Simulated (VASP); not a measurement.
Set up this calculation in VASP 6.6.1, as the native input.

* Task: single point
* Functional: PBEsol
* Potentials or basis: VASP PAW PBE potentials, release 64 (Zr_sv, C)
* Cutoff: 520 eV
* k mesh: 2 × 2 × 2, shifted
* Occupations: fermi-dirac, width 0.05 eV
* Spin: no spin polarisation
* Dipole correction: no
* Further INCAR settings: LREAL = Auto; ALGO = Normal; EDIFF = 1e-06; NBANDS = 78

The structure of ZrC lies in POSCAR:

```
ZrC
1.0
    0.0000000000     -4.7160361280     -4.7160361280
   -4.7160361280     -4.7160361280      0.0000000000
   -4.7160361280      0.0000000000     -4.7160361280
Zr C
8 8
Direct
    0.2482143835      0.2455140225      0.2445227239
    0.2452197075      0.7449077795      0.2636400499
    0.2400172453      0.2549125934      0.7495498135
    0.2620354184      0.7440558988      0.7423425956
    0.7457584939      0.2529878838      0.2495508872
    0.7482477666      0.7514799301      0.2561730799
    0.7607026118      0.2523031986      0.7487728898
    0.7504919182      0.7549761926      0.7519651894
    0.5063747256      0.4938124808      0.4993590880
    0.4945056477     -0.0038949023      0.4873644810
    0.4951837595      0.5044207541      0.0021835074
    0.4890799047      0.0007655794      0.0117525605
   -0.0001289218      0.5038578873      0.5028780390
   -0.0004305523     -0.0144705210      0.5096429363
   -0.0196552778      0.4993736129      0.0107225642
    0.0027582486      0.0041367368     -0.0016971880
```

This cell differs from its parent crystal: dynamics (nvt langevin) at 450 K, volume x 1.01, from the last frame before.

These files were run (other wordings do the same):

INCAR

```
  ALGO = Normal
  EDIFF = 1E-6
  ENCUT = 520
  GGA = PS
  ISIF = 2
  ISMEAR = -1
  LASPH = True
  LCHARG = False
  LREAL = Auto
  LWAVE = False
  NBANDS = 78
  NELM = 60
  PREC = Accurate
  SIGMA = 0.05
```

KPOINTS

```
Automatic mesh
0
Gamma
  2 2 2
  0.5 0.5 0.5
```

Potentials or basis: VASP PAW PBE potentials, release 64 (Zr_sv, C).

Command:

```bash
$ cat potpaw_PBE.64/Zr_sv/POTCAR potpaw_PBE.64/C/POTCAR > POTCAR
$ mpirun -np 1 vasp_std > vasp.out
```

Results of the run:

| Quantity | Value |
| --- | --- |
| Pressure | -5.1 GPa |
| Largest force | 1.353 eV/Å |
| Band gap on the k mesh | 0.63 eV |

Caveat: the k points lie up to 0.58 Å⁻¹ apart; the atoms stand as in a frame of molecular dynamics; the PAW data sets were made with another functional, which shifts forces and pressure a little; a shifted mesh leaves out Γ, where band edges can lie.

Wall time 10 min on 1 thread of Intel(R) Xeon(R) Platinum 8259CL CPU @ 2.50GHz (Skylake/Cascade Lake), on a shared host, peak memory 0.44 GiB.
